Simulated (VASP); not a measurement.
# BAs (F-43m) in VASP: elastic constants with PBEsol

Aim: the elastic constants of BAs with PBEsol.

All numbers are computed with VASP 6.6.1; they aren't measurements. Logs are shortened: lines on timing, memory, paths and dates and some standing lists are left out, and cuts for length are marked.

**1. The cell of the first run**

The structure is cubic, space group F-43m (No. 216). Conventional cell: a = 4.768 Å, b = 4.768 Å, c = 4.768 Å, α = 90.00°, β = 90.00°, γ = 90.00°. B (site symmetry -43m) has 4 As at 2.06 Å within 2.7 Å. As (site symmetry -43m) has 4 B at 2.06 Å within 2.7 Å.

**2. Elastic constants, PBEsol**

Contents of INCAR:

```
SYSTEM = BAs
  PREC = Accurate
  ENCUT = 600
  EDIFF = 1E-8
  ISMEAR = 0
  SIGMA = 0.01
  LREAL = .FALSE.
  LASPH = .TRUE.
  NELM = 100
  ALGO = Normal
  ISIF = 3
  LWAVE = .FALSE.
  LCHARG = .FALSE.
  GGA = PS
  NBANDS = 11
  IBRION = 6
  NFREE = 2
  POTIM = 0.015
  NSW = 1
```

Contents of KPOINTS:

```
Automatic mesh
0
G
  10 10 10
  0 0 0
```

Contents of POSCAR:

```
BAs
1.0
    0.0000000000      2.3839433643      2.3839433643
    2.3839433643      0.0000000000      2.3839433643
    2.3839433643      2.3839433643      0.0000000000
B As
1 1
Direct
    0.0000000000      0.0000000000      0.0000000000
    0.2500000000      0.2500000000      0.2500000000
```

Potentials or basis: VASP PAW PBE potentials, release 64 (B, As).

Launch:

```bash
cat potpaw_PBE.64/B/POTCAR potpaw_PBE.64/As/POTCAR > POTCAR
mpirun -np 1 vasp_std > vasp.out
```

OUTCAR:

```text
SYSTEM = BAs
   PREC = Accurate
   ENCUT = 600
   EDIFF = 1E-8
   ISMEAR = 0
   LREAL = .FALSE.
   LASPH = .TRUE.
   NELM = 100
   ISIF = 3
   GGA = PS
   IBRION = 6
   NFREE = 2
   POTIM = 0.015
   NSW = 1

 ion  position               nearest neighbor table
   1  0.000  0.000  0.000-   2 2.06   2 2.06   2 2.06   2 2.06
   2  0.250  0.250  0.250-   1 2.06   1 2.06   1 2.06   1 2.06

  LATTYP: Found a face centered cubic cell.
 ALAT       =     4.7678867286

  Lattice vectors:

 A1 = (   0.0000000000,   2.3839433643,   2.3839433643)
 A2 = (   2.3839433643,   0.0000000000,   2.3839433643)
 A3 = (   2.3839433643,   2.3839433643,   0.0000000000)

Analysis of symmetry for initial positions (statically):
=====================================================================
 Subroutine PRICEL returns:
 Original cell was already a primitive cell.

 Routine SETGRP: Setting up the symmetry group for a
 face centered cubic supercell.

 Subroutine GETGRP returns: Found 24 space group operations
 (whereof 24 operations were pure point group operations)
 out of a pool of 48 trial point group operations.

The static configuration has the point symmetry T_d .

Analysis of symmetry for dynamics (positions and initial velocities):
=====================================================================
 Subroutine PRICEL returns:
 Original cell was already a primitive cell.

 Routine SETGRP: Setting up the symmetry group for a
 face centered cubic supercell.

 Subroutine GETGRP returns: Found 24 space group operations
 (whereof 24 operations were pure point group operations)
 out of a pool of 48 trial point group operations.

The dynamic configuration has the point symmetry T_d .

 Subroutine INISYM returns: Found 24 space group operations
 (whereof 24 operations are pure point group operations),
 and found     1 'primitive' translations

----------------------------------------------------------------------------------------

                                     Primitive cell

  volume of cell :      27.0968

  direct lattice vectors                    reciprocal lattice vectors
     0.000000000  2.383943364  2.383943364    -0.209736526  0.209736526  0.209736526
     2.383943364  0.000000000  2.383943364     0.209736526 -0.209736526  0.209736526
     2.383943364  2.383943364  0.000000000     0.209736526  0.209736526 -0.209736526

  length of vectors
     3.371405038  3.371405038  3.371405038     0.363274320  0.363274320  0.363274320

  position of ions in fractional coordinates (direct lattice)
     0.000000000  0.000000000  0.000000000
     0.250000000  0.250000000  0.250000000

  ion indices of the primitive-cell ions
   primitive index   ion index
                 1           1
                 2           2

----------------------------------------------------------------------------------------

 KPOINTS: Automatic mesh

Automatic generation of k-mesh.
 Grid dimensions read from file:
 generate k-points for:   10   10   10

 Generating k-lattice:

  Cartesian coordinates                     Fractional coordinates (reciprocal lattice)
[... 110 lines left out ...]

------------------------ aborting loop because EDIFF is reached ----------------------------------------

  FORCE on cell =-STRESS in cart. coord.  units (eV):
  Direction    XX          YY          ZZ          XY          YZ          ZX
  --------------------------------------------------------------------------------------
  -------------------------------------------------------------------------------------
  Total        0.1473599      0.1473599      0.1473599      0.0000000      0.0000000      0.0000000
  in kB        8.7130876      8.7130876      8.7130876      0.0000000      0.0000000      0.0000000
  external PRESSURE =       8.7130876 kB  Pullay stress =       0.0000000 kB
[... 89 lines left out ...]
  FREE ENERGIE OF THE ION-ELECTRON SYSTEM (eV)
  ---------------------------------------------------
  free  energy   TOTEN  =       -12.1966953577 eV

  energy  without entropy=      -12.1966953577  energy(sigma->0) =      -12.19669536

[... ionic steps 4 to 14 ...]

--------------------------------------- Ionic step       15  -------------------------------------------

 number of electron       8.0000000 magnetization

------------------------ aborting loop because EDIFF is reached ----------------------------------------
[... 67 lines left out ...]
--------------------------------------- Ionic step       17  -------------------------------------------

 number of electron       8.0000000 magnetization

 Free energy of the ion-electron system (eV)
  ---------------------------------------------------
  ext. energy  EPLUGINS =         0.00000000
  ---------------------------------------------------
  free energy    TOTEN  =       -12.20240940 eV

  energy without entropy =      -12.20240940  energy(sigma->0) =      -12.20240940

 E-fermi :   6.2832     XC(G=0): -10.7554

 val. band max:        6.2129480601   @ k =   0.0000   0.0000   0.0000
 cond. band min:       7.1753327641   @ k =   0.0000   0.4000   0.4000
 fundamental gap:      0.9623847040
 Fermi energy:         6.2831668879

 k-point     1 :       0.0000    0.0000    0.0000
  band No.  band energies     occupation
      1      -9.3826      2.00000
      2       6.0006      2.00000
      3       6.1079      2.00000
      4       6.2129      2.00000
      5       9.2726      0.00000
      6       9.3526      0.00000
      7       9.4356      0.00000
      8      10.8615      0.00000
      9      15.4815      0.00000
     10      19.0606      0.00000
     11      19.0609      0.00000
[... 309 lines left out ...]
 k-point    24 :       0.4000    0.3000    0.0000
  band No.  band energies     occupation
      1      -6.7151      2.00000
      2      -0.3939      2.00000
      3       2.1018      2.00000
      4       2.5756      2.00000
      5       7.7047      0.00000
      6       9.3986      0.00000
      7      14.9591      0.00000
      8      15.2107      0.00000
      9      18.1285      0.00000
     10      21.8653      0.00000
     11      21.9475      0.00000

 [... further k-points ...]

------------------------ aborting loop because EDIFF is reached ----------------------------------------

  FORCE on cell =-STRESS in cart. coord.  units (eV):
  Direction    XX          YY          ZZ          XY          YZ          ZX
  --------------------------------------------------------------------------------------
  -------------------------------------------------------------------------------------
  Total        0.1475112      0.1511381      0.1511381      0.0000000      0.1176238      0.0000000
  in kB        8.7220359      8.9364874      8.9364874      0.0000000      6.9548560      0.0000000
  external PRESSURE =       8.8650036 kB  Pullay stress =       0.0000000 kB
[... 17 lines left out ...]
  FREE ENERGIE OF THE ION-ELECTRON SYSTEM (eV)
  ---------------------------------------------------
  free  energy   TOTEN  =       -12.2024093951 eV

  energy  without entropy=      -12.2024093951  energy(sigma->0) =      -12.20240940

 INTERNAL STRAIN TENSORS FROM STRAINED CELLS
 ============================================

 INTERNAL STRAIN TENSOR FOR ION    1 for displacements in x,y,z  (eV/Angst):
          X           Y           Z          XY          YZ          ZX
  --------------------------------------------------------------------------------
  x     0.00000     0.00000    -0.00000     0.00000     7.84264     0.00000
  y    -0.00000    -0.00000    -0.00000     0.00000     0.00000     7.84266
  z    -0.00000     0.00000     0.00000     7.84258    -0.00000    -0.00000

 INTERNAL STRAIN TENSORS FROM DISPLACED ATOMS
 ============================================

 INTERNAL STRAIN TENSOR FOR ION    1 for displacements in x,y,z  (eV/Angst):
          X           Y           Z          XY          YZ          ZX
  --------------------------------------------------------------------------------
  x     0.00000    -0.00000    -0.00000     0.00000     7.84241     0.00000
  y     0.00000     0.00000     0.00000     0.00000     0.00000     7.84241
  z    -0.00000    -0.00000     0.00000     7.84241     0.00000     0.00000

 INTERNAL STRAIN TENSOR FOR ION    2 for displacements in x,y,z  (eV/Angst):
          X           Y           Z          XY          YZ          ZX
  --------------------------------------------------------------------------------
  x     0.00000     0.00000     0.00000     0.00000    -7.83784     0.00000
  y    -0.00000     0.00000    -0.00000     0.00000     0.00000    -7.83784
  z     0.00000     0.00000     0.00000    -7.83784     0.00000     0.00000

 Eigenvectors and eigenvalues of the dynamical matrix
 ----------------------------------------------------

   1 f  =   20.863138 THz   131.086960 2PiTHz  695.919361 cm-1    86.282965 meV
             X         Y         Z           dx          dy          dz
      0.000000  0.000000  0.000000     0.000000    0.934824    0.000000
      1.191972  1.191972  1.191972     0.000000   -0.355112    0.000000
[... 21 lines left out ...]
   6 f/i=    0.000115 THz     0.000722 2PiTHz    0.003835 cm-1     0.000476 meV
             X         Y         Z           dx          dy          dz
      0.000000  0.000000  0.000000     0.000000   -0.355112    0.000000
      1.191972  1.191972  1.191972     0.000000   -0.934824    0.000000

--------------------------------------------------------------------------------------------------------

 ELASTIC MODULI CONTR FROM IONIC RELAXATION (kBar)
 Direction    XX          YY          ZZ          XY          YZ          ZX
 --------------------------------------------------------------------------------
 XX          -0.0000     -0.0000     -0.0000      0.0000      0.0000     -0.0000
 YY          -0.0000     -0.0000     -0.0000      0.0000      0.0000      0.0000
 ZZ          -0.0000     -0.0000     -0.0000      0.0000      0.0000     -0.0000
 XY           0.0000      0.0000      0.0000   -215.9973      0.0000      0.0000
 YZ           0.0000      0.0000      0.0000      0.0000   -215.9973      0.0000
 ZX          -0.0000      0.0000     -0.0000      0.0000      0.0000   -215.9973
 --------------------------------------------------------------------------------

 TOTAL ELASTIC MODULI (kBar)
 Direction    XX          YY          ZZ          XY          YZ          ZX
 --------------------------------------------------------------------------------
 XX        2800.4738    753.4169    753.4169      0.0000      0.0000     -0.0000
 YY         753.4169   2800.4738    753.4169      0.0000      0.0000      0.0000
 ZZ         753.4169    753.4169   2800.4738      0.0000      0.0000     -0.0000
 XY           0.0000      0.0000      0.0000   1504.7983      0.0000      0.0000
 YZ           0.0000      0.0000      0.0000      0.0000   1504.7983      0.0000
 ZX          -0.0000      0.0000     -0.0000      0.0000      0.0000   1504.7983
 --------------------------------------------------------------------------------
```

It took 4.7 min on 1 thread of Intel Xeon 6975P-C (Granite Rapids), shared host; peak memory 0.33 GiB.

Results:

```yaml
Elastic_constants_C11_C12_C44: 280, 75, 150 GPa
Voigt_bulk_modulus: 144 GPa
Highest_phonon_frequency_at_Γ_LO-TO_splitting_left_out: 696 cm⁻¹
```

Phonon frequencies in cm⁻¹ (negative: imaginary):
| q point | frequencies |
| --- | --- |
| (0.000, 0.000, 0.000) | 0 0 0 696 696 696 |

Elastic tensor in Voigt notation (GPa, in the Cartesian axes of the cell as first typed):
```
280  75  75   0   0   0
 75 280  75   0   0   0
 75  75 280   0   0   0
  0   0   0 150   0   0
  0   0   0   0 150   0
  0   0   0   0   0 150
```

Clamped-ion elastic tensor (GPa):
```
280  75  75   0   0   0
 75 280  75   0   0   0
 75  75 280   0   0   0
  0   0   0 172   0   0
  0   0   0   0 172   0
  0   0   0   0   0 172
```

Caveat: the PAW data sets were made with another functional, which shifts forces and pressure a little.
